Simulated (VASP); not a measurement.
# CS2 (Cmce) in VASP: notebook, part 3 of 4

VASP 6.6.1. Earlier steps stand in the parts before.

### 4 Relaxation of cell and atoms, PBEsol+D4

Contents of INCAR:

```
SYSTEM = CS2
PREC = Accurate ; ENCUT = 600
EDIFF = 1E-7 ; ISMEAR = -1
SIGMA = 0.05 ; LREAL = .FALSE.
LASPH = .TRUE. ; NELM = 60
ALGO = Normal ; ISIF = 3
LWAVE = .FALSE. ; LCHARG = .FALSE.
GGA = PS ; IVDW = 13
IBRION = 2 ; NSW = 60
EDIFFG = -0.01
```

Contents of KPOINTS:

```
Automatic mesh
0
G
  6 6 3
  0 0 0
```

Contents of POSCAR:

```
CS2
1.0
    3.6457880000     -2.9943140000      0.0000000000
    3.6457880000      2.9943140000      0.0000000000
    0.0000000000      0.0000000000      9.8512570000
S C
4 2
Direct
    0.1815210000      0.8184790000      0.8868670000
    0.3184790000      0.6815210000      0.3868670000
    0.6815210000      0.3184790000      0.6131330000
    0.8184790000      0.1815210000      0.1131330000
    0.5000000000      0.5000000000      0.5000000000
    0.0000000000      0.0000000000      0.0000000000
```

Potentials or basis: VASP PAW PBE potentials, release 64 (S, C).

On the command line:

```
$ cat potpaw_PBE.64/S/POTCAR potpaw_PBE.64/C/POTCAR > POTCAR
$ mpirun -np 1 vasp_std > vasp.out
```

OUTCAR:

```text
SYSTEM = CS2
   PREC = Accurate
   ENCUT = 600
   EDIFF = 1E-7
   ISMEAR = -1
   LREAL = .FALSE.
   LASPH = .TRUE.
   NELM = 60
   ISIF = 3
   GGA = PS
   IVDW = 13
   IBRION = 2
   NSW = 60
   EDIFFG = -0.01

 ion  position               nearest neighbor table
   1  0.182  0.818  0.887-   6 1.56
   2  0.318  0.682  0.387-   5 1.56
   3  0.682  0.318  0.613-   5 1.56
   4  0.818  0.182  0.113-   6 1.56
   5  0.500  0.500  0.500-   2 1.56   3 1.56
   6  0.000  0.000  0.000-   1 1.56   4 1.56

  LATTYP: Found a base centered orthorhombic cell.
 ALAT       =     5.9886280000
 B/A-ratio  =     1.2175703684
 C/A-ratio  =     1.6449939786

  Lattice vectors:

 A1 = (  -3.6457880000,  -2.9943140000,   0.0000000000)
 A2 = (   3.6457880000,  -2.9943140000,   0.0000000000)
 A3 = (   0.0000000000,   0.0000000000,   9.8512570000)

Analysis of symmetry for initial positions (statically):
=====================================================================
 Subroutine PRICEL returns:
 Original cell was already a primitive cell.

 Routine SETGRP: Setting up the symmetry group for a
 base centered orthorhombic supercell.

 Subroutine GETGRP returns: Found  8 space group operations
 (whereof  4 operations were pure point group operations)
 out of a pool of  8 trial point group operations.

The static configuration has the point symmetry C_2h.
 The point group associated with its full space group is D_2h.

Analysis of symmetry for dynamics (positions and initial velocities):
=====================================================================
 Subroutine PRICEL returns:
 Original cell was already a primitive cell.

 Routine SETGRP: Setting up the symmetry group for a
 base centered orthorhombic supercell.

 Subroutine GETGRP returns: Found  8 space group operations
 (whereof  4 operations were pure point group operations)
 out of a pool of  8 trial point group operations.

The dynamic configuration has the point symmetry C_2h.
 The point group associated with its full space group is D_2h.

 Subroutine INISYM returns: Found  8 space group operations
 (whereof  4 operations are pure point group operations),
 and found     1 'primitive' translations

----------------------------------------------------------------------------------------

                                     Primitive cell

  volume of cell :     215.0851

  direct lattice vectors                    reciprocal lattice vectors
     3.645788000 -2.994314000  0.000000000     0.137144562 -0.166983155  0.000000000
     3.645788000  2.994314000  0.000000000     0.137144562  0.166983155  0.000000000
     0.000000000  0.000000000  9.851257000     0.000000000  0.000000000  0.101509889

  length of vectors
     4.717805260  4.717805260  9.851257000     0.216083329  0.216083329  0.101509889

  position of ions in fractional coordinates (direct lattice)
     0.181521000  0.818479000  0.886867000
     0.318479000  0.681521000  0.386867000
     0.681521000  0.318479000  0.613133000
     0.818479000  0.181521000  0.113133000
     0.500000000  0.500000000  0.500000000
     0.000000000  0.000000000  0.000000000

  ion indices of the primitive-cell ions
   primitive index   ion index
                 1           1
                 2           2
                 3           3
                 4           4
                 5           5
                 6           6

----------------------------------------------------------------------------------------

 KPOINTS: Automatic mesh

Automatic generation of k-mesh.
[... 45 lines left out ...]
  0.333333  0.333333  0.333333      4.000000
  0.500000  0.333333  0.333333      8.000000
 [... further k-points ...]
   k-points           NKPTS =     26   k-points in BZ     NKDIM =     26   number of bands    NBANDS=     20
   number of dos      NEDOS =    301   number of ions     NIONS =      6
   total plane-waves  NPLWV = 128000
   dimension x,y,z NGX =    40 NGY =   40 NGZ =   80
   dimension x,y,z NGXF=    80 NGYF=   80 NGZF=  160
   ions per type =               4   2
   NGX,Y,Z   is equivalent  to a cutoff of  14.10, 14.10, 13.50 a.u.
   NGXF,Y,Z  is equivalent  to a cutoff of  28.19, 28.19, 27.00 a.u.
 SYSTEM =  CS2
   PREC   = accura    normal or accurate (medium, high low for compatibility)
   ISTART =      0    job   : 0-new  1-cont  2-samecut
   ICHARG =      2    charge: 1-file 2-atom 10-const
   ISPIN  =      1    spin polarized calculation?
   LNONCOLLINEAR =      F non collinear calculations
   LSORBIT =      F    spin-orbit coupling
   LASPH  =      T    aspherical Exc in radial PAW
   ENCUT  =  600.0 eV  44.10 Ry    6.64 a.u.   9.42  9.42 19.68*2*pi/ulx,y,z
   NELM   =     60;   NELMIN=  2; NELMDL= -5     # of ELM steps
   EDIFF  = 0.1E-06   stopping-criterion for ELM
   LREAL  =      F    real-space projection
   EDIFFG = -.1E-01   stopping-criterion for IOM
   NSW    =     60    number of steps for IOM
   IBRION =      2    ionic relax: 0-MD 1-quasi-New 2-CG
   NFREE  =      1    steps in history (QN), initial steepest desc. (CG)
   ISIF   =      3    stress and relaxation
   ISYM   =      2    0-nonsym 1-usesym 2-fastsym
   POTIM  = 0.5000    time-step for ionic-motion
   TEBEG  =    0.0;   TEEND  =   0.0 temperature during run
   PSTRESS=    0.0 pullay stress
   NELECT =      32.0000    total number of electrons
   NUPDOWN=      -1.0000    fix difference up-down
   EMIN   =  10.00;   EMAX   =-10.00  energy-range for DOS
   EFERMI =   0.00;   METHOD = LEGACY
   ISMEAR =    -1;   SIGMA  =   0.05  broadening in eV -4-tet -1-fermi 0-gaus
   EFERMI_NEDOS =   21; number of points for ismear=-14 and -15
   IALGO  =     38    algorithm
   IMIX   =      4    mixing-type and parameters
     AMIX     =   0.40;   BMIX     =  1.00
     AMIX_MAG =   1.60;   BMIX_MAG =  1.00
  volume/ion in A,a.u.               =      35.85       241.91
  Fermi-wavevector in a.u.,A,eV,Ry     =   0.867470  1.639281 10.238452  0.752505
  Thomas-Fermi vector in A             =   1.986009
   LORBIT       =      0    0 simple, 1 ext, 2 COOP (PROOUT), +10 PAW based schemes
   GGA     = PS    functional components
   LHFCALC =     F    Hartree Fock is set to
   AEXX    =    0.0000 exact exchange contribution
   IVDW    =    13    specifies the selected vdW correction
   LEPSILON=     F    determine dielectric tensor
   LRPA    =     F    only Hartree local field effects (RPA)
 conjugate gradient relaxation of ions
 non-spin polarized calculation
  energy-cutoff  :      600.00
  volume of cell :      215.09
 maximum number of plane-waves:      7210
 NGX is ok and might be reduce to    40
   NGX = 19   NGY = 19   NGZ = 39

--------------------------------------- Ionic step        1  -------------------------------------------

 number of electron      31.9999998 magnetization

 Free energy of the ion-electron system (eV)
  ---------------------------------------------------
  ext. energy  EPLUGINS =         0.00000000
  ---------------------------------------------------
  free energy    TOTEN  =       -34.59816833 eV

  energy without entropy =      -34.59816833  energy(sigma->0) =      -34.59816833

------------------------ aborting loop because EDIFF is reached ----------------------------------------

  DFT-D4 for vdW energy calculation

  Edisp (eV):   -0.43764
[... 117 lines left out ...]
  FREE ENERGIE OF THE ION-ELECTRON SYSTEM (eV)
  ---------------------------------------------------
  free  energy   TOTEN  =       -35.0410681945 eV

  energy  without entropy=      -35.0410681945  energy(sigma->0) =      -35.04106819

 E-fermi :  -0.0903     XC(G=0):  -7.0930

 val. band max:       -1.1656795202   @ k =   0.5000   0.5000   0.0000
 cond. band min:       2.0492891683   @ k =   0.0000   0.0000   0.0000
 fundamental gap:      3.2149686885
 Fermi energy:        -0.0903088782

 k-point     1 :       0.0000    0.0000    0.0000
  band No.  band energies     occupation
      1     -16.2552      2.00000
      2     -16.1776      2.00000
      3     -14.0375      2.00000
      4     -13.9027      2.00000
      5      -7.6207      2.00000
      6      -7.1916      2.00000
[... 541 lines left out ...]
     19       2.6815      0.00000
     20       2.8553      0.00000

 [... further k-points ...]

[... ionic steps 4 to 25 ...]

--------------------------------------- Ionic step       26  -------------------------------------------

 number of electron      32.0000001 magnetization

------------------------ aborting loop because EDIFF is reached ----------------------------------------
[... 83 lines left out ...]
--------------------------------------- Ionic step       28  -------------------------------------------

 number of electron      32.0000001 magnetization

 Free energy of the ion-electron system (eV)
  ---------------------------------------------------
  ext. energy  EPLUGINS =         0.00000000
  ---------------------------------------------------
  free energy    TOTEN  =       -34.62858147 eV

  energy without entropy =      -34.62858147  energy(sigma->0) =      -34.62858147

 E-fermi :   1.5164     XC(G=0):  -8.2516

 val. band max:        0.4896527332   @ k =   0.5000   0.5000   0.0000
 cond. band min:       3.0781803672   @ k =   0.5000   0.5000   0.0000
 fundamental gap:      2.5885276340
 Fermi energy:         1.5163987231

 k-point     1 :       0.0000    0.0000    0.0000
  band No.  band energies     occupation
      1     -14.9407      2.00000
      2     -14.7483      2.00000
      3     -12.6880      2.00000
      4     -12.3456      2.00000
      5      -6.4165      2.00000
      6      -5.5404      2.00000
[... 580 lines left out ...]
  FREE ENERGIE OF THE ION-ELECTRON SYSTEM (eV)
  ---------------------------------------------------
  free  energy   TOTEN  =       -35.3027267269 eV

  energy  without entropy=      -35.3027267268  energy(sigma->0) =      -35.30272673

 reached required accuracy - stopping structural energy minimisation
```

Wall time 18 min (1 thread of Intel Xeon 6975P-C (Granite Rapids), shared host); peak memory 0.43 GiB.

What came out:

- Free energy: -35.3027 eV
- Relaxed volume: 23.40 Å³/atom
- Relaxed cell: a = 3.990 Å, b = 3.990 Å, c = 8.880 Å, α = 90.00°, β = 90.00°, γ = 83.32°
- Space group after relaxing (to 0.1 Å): Cmce (No. 64)
- Energy gained by relaxing: 44.5 meV/atom
- Ionic steps: 28
- Pressure after relaxing: 0.0 GPa
- Largest force after relaxing: 0.006 eV/Å
- Band gap on the k mesh: 2.59 eV
- Dispersion energy per atom: -0.112 eV

Forces on the atoms (eV/Å):
```
S    0.000  0.005  0.002
S    0.000 -0.005  0.002
S    0.000  0.005 -0.002
S    0.000 -0.005 -0.002
C    0.000  0.000  0.000
C    0.000  0.000  0.000
```

Step by step:
```csv
step,energy change (eV),largest force (eV/Å),pressure (GPa),volume (Å³)
1,0.0000,0.1328,-0.79,215.09
2,0.0169,1.0217,1.00,209.65
3,-0.0053,0.2326,-0.23,213.28
4,-0.0188,0.2339,-0.23,209.64
5,-0.0600,0.2532,-0.22,198.98
6,-0.1426,0.3512,-0.03,178.71
7,-0.2430,0.7821,1.67,142.19
8,-0.2502,0.6503,1.42,141.30
9,-0.2629,0.2688,0.68,138.63
10,-0.2644,0.0968,0.34,137.40
11,-0.2644,0.0836,0.31,137.30
12,-0.2646,0.0804,0.29,137.53
13,-0.2652,0.0704,0.23,138.20
14,-0.2658,0.0516,0.11,139.55
15,-0.2653,0.0180,-0.10,142.27
16,-0.2659,0.0424,0.05,140.32
17,-0.2660,0.0196,0.00,140.22
18,-0.2660,0.0195,-0.06,140.11
19,-0.2661,0.0192,-0.05,139.96
20,-0.2663,0.0184,-0.03,139.50
21,-0.2664,0.0176,0.02,138.59
22,-0.2664,0.0178,0.01,138.85
23,-0.2664,0.0266,0.10,138.90
24,-0.2664,0.0243,0.09,138.89
25,-0.2665,0.0231,0.09,138.96
26,-0.2666,0.0192,0.07,139.17
27,-0.2668,0.0116,0.03,139.58
28,-0.2669,0.0057,-0.04,140.40
```

Final structure:
```yaml
crystal:
  lattice:
    - [2.98078, -2.65212, 0.00000]
    - [2.98078, 2.65212, 0.00000]
    - [0.00000, 0.00000, 8.88030]
  atoms:
    - { symbol: S, position: [0.20174, 0.79826, 0.87310] }
    - { symbol: S, position: [0.29826, 0.70174, 0.37310] }
    - { symbol: S, position: [0.70174, 0.29826, 0.62690] }
    - { symbol: S, position: [0.79826, 0.20174, 0.12690] }
    - { symbol: C, position: [0.50000, 0.50000, 0.50000] }
    - { symbol: C, position: [0.00000, 0.00000, 0.00000] }
```

Levels at points of the mesh, in eV from the valence-band top:
```csv
k point,band 14,band 15,band 16,band 17,band 18,band 19
"(0.00, 0.00, 0.00)",-0.85,-0.84,-0.26,2.61,2.79,3.54
"(0.50, 0.00, 0.00)",-0.71,-0.32,-0.32,3.05,3.05,3.55
"(0.50, 0.50, 0.00)",-1.51,-0.61,0.00,2.59,2.93,4.47
```

Caveat: the volume moved by over 15 % at a fixed basis, so the end points are rough; the PAW data sets were made with another functional, which shifts forces and pressure a little; an odd mesh through Γ misses points on the zone boundary, where band edges can lie.

### 5 Relaxation of cell and atoms, PBEsol

Contents of INCAR:

```
PREC = Accurate
ENCUT = 600
EDIFF = 1E-7
ISMEAR = -1
SIGMA = 0.05
LREAL = F
LASPH = T
NELM = 100
ALGO = Normal
ISIF = 3
LWAVE = F
LCHARG = F
GGA = PS
IBRION = 2
NSW = 60
EDIFFG = -0.01
```

Contents of KPOINTS:

```
regular mesh
0
Gamma
  6 6 3
```

POSCAR is that of step 4.

On the command line:

```
$ cat potpaw_PBE.64/S/POTCAR potpaw_PBE.64/C/POTCAR > POTCAR
$ mpirun -np 1 vasp_std > vasp.out
```

Wall time 21 min (1 thread of Intel Xeon 6975P-C (Granite Rapids), shared host); peak memory 0.43 GiB.

It converged, with:

```
Free energy                           : -34.6641 eV
Relaxed volume                        : 26.69 Å³/atom
Relaxed cell                          : a = 4.203 Å, b = 4.203 Å, c = 9.148 Å, α = 90.00°, β = 90.00°, γ = 82.26°
Space group after relaxing (to 0.1 Å) : Cmce (No. 64)
Energy gained by relaxing             : 11.0 meV/atom
Ionic steps                           : 26
Pressure after relaxing               : 0.0 GPa
Largest force after relaxing          : 0.007 eV/Å
Band gap on the k mesh                : 2.93 eV (least direct gap 2.95 eV)
```

Forces on the atoms (eV/Å):
```
S    0.000  0.000 -0.007
S    0.000  0.000 -0.007
S    0.000  0.000  0.007
S    0.000  0.000  0.007
C    0.000  0.000  0.000
C    0.000  0.000  0.000
```

The path:
```csv
step,energy change (eV),largest force (eV/Å),pressure (GPa),volume (Å³)
1,0.0000,0.1384,-0.43,215.09
2,0.0133,0.7026,0.87,212.08
3,-0.0016,0.0648,-0.12,214.33
4,-0.0030,0.0649,-0.12,213.32
5,-0.0072,0.0658,-0.12,210.31
6,-0.0156,0.0730,-0.11,204.37
7,-0.0322,0.1058,-0.05,192.81
8,-0.0582,0.2456,0.33,170.97
9,0.0451,0.8163,3.30,132.16
10,-0.0516,0.5891,1.09,165.46
11,-0.0494,0.6586,1.43,157.59
12,-0.0496,0.6542,1.42,157.49
13,-0.0501,0.6410,1.40,157.19
14,-0.0510,0.6150,1.37,156.61
15,-0.0526,0.5635,1.30,155.43
16,-0.0544,0.4620,1.16,153.10
17,-0.0527,0.2680,0.91,148.50
18,-0.0545,0.4043,1.09,151.66
19,-0.0556,0.3825,1.03,152.00
20,-0.0585,0.3179,0.86,153.02
21,-0.0628,0.1911,0.52,155.09
22,-0.0658,0.0564,-0.10,159.27
23,-0.0658,0.0355,-0.05,158.90
24,-0.0658,0.0316,-0.04,159.03
25,-0.0659,0.0199,-0.03,159.40
26,-0.0660,0.0067,0.01,160.16
```

Final structure:
```cif
data_structure
_symmetry_space_group_name_H-M 'P 1'
_symmetry_Int_Tables_number 1
_cell_length_a 4.2034
_cell_length_b 4.2034
_cell_length_c 9.1481
_cell_angle_alpha 90.000
_cell_angle_beta 90.000
_cell_angle_gamma 82.261
_cell_volume 160.16
loop_
_atom_site_label
_atom_site_type_symbol
_atom_site_fract_x
_atom_site_fract_y
_atom_site_fract_z
_atom_site_occupancy
S1 S 0.19546 0.80454 0.87792 1
S2 S 0.30454 0.69546 0.37792 1
S3 S 0.69546 0.30454 0.62209 1
S4 S 0.80454 0.19546 0.12208 1
C1 C 0.50000 0.50000 0.50000 1
C2 C 0.00000 0.00000 0.00000 1
```

Levels at points of the mesh, in eV from the valence-band top:
| k point | band 13 | band 14 | band 15 | band 16 | band 17 | band 18 | band 19 | band 20 |
| --- | --- | --- | --- | --- | --- | --- | --- | --- |
| (0.00, 0.00, 0.00) | -0.88 | -0.69 | -0.68 | -0.27 | 2.93 | 3.11 | 3.62 | 3.99 |
| (0.50, 0.00, 0.00) | -0.58 | -0.58 | -0.27 | -0.27 | 3.23 | 3.23 | 3.58 | 3.58 |
| (0.50, 0.50, 0.00) | -1.15 | -1.08 | -0.49 | 0.00 | 2.95 | 3.13 | 4.34 | 4.38 |

Caveat: the volume moved by over 15 % at a fixed basis, so the end points are rough; this functional lacks dispersion, which holds the molecules together, so the pressure and a relaxed volume are unreliable; the PAW data sets were made with another functional, which shifts forces and pressure a little; an odd mesh through Γ misses points on the zone boundary, where band edges can lie.

(Part 3 of 4 ends here.)
